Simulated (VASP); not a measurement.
Ga, 1 atom in the cell. The structure is tetragonal, space group I4/mmm (No. 139). Conventional cell: a = 2.724 Å, b = 2.724 Å, c = 4.391 Å, α = 90.00°, β = 90.00°, γ = 90.00°. Within 3.6 Å of Ga (site symmetry 4/mmm) lie 12 Ga at 2.72 to 2.92 Å.  This cell differs from its parent crystal: strain -0.030 along x and y, -0.015 along z.

| Quantity | Value |
| --- | --- |
| Program | VASP 6.6.1 |
| Task | single point |
| Functional | r2SCAN |
| Potentials or basis | VASP PAW PBE potentials, release 64 (Ga_d) |
| Cutoff | 520 eV |
| k mesh | 24 × 24 × 24 |
| Occupations | gaussian, width 0.15 eV |
| Spin | no spin polarisation |
| Dipole correction | no |
| Further INCAR settings | ALGO = Normal; EDIFF = 1e-06; NBANDS = 12 |

Potentials or basis: VASP PAW PBE potentials, release 64 (Ga_d).

Command:

```bash
$ cat potpaw_PBE.64/Ga_d/POTCAR > POTCAR
$ cp INCAR.step1 INCAR
$ mpirun -np 1 vasp_std > vasp.out
$ cp INCAR.step2 INCAR
$ mpirun -np 1 vasp_std > vasp.out
```

Hardware: 1 thread of AMD EPYC 7R13 Processor (Zen 3), with other jobs on the host.

**Question.** How long does it take, and how much memory?

**Answer.** It took 12 min on 1 thread of AMD EPYC 7R13 Processor (Zen 3), with other jobs on the host, peak memory 0.28 GiB. Counts: k points 1063.
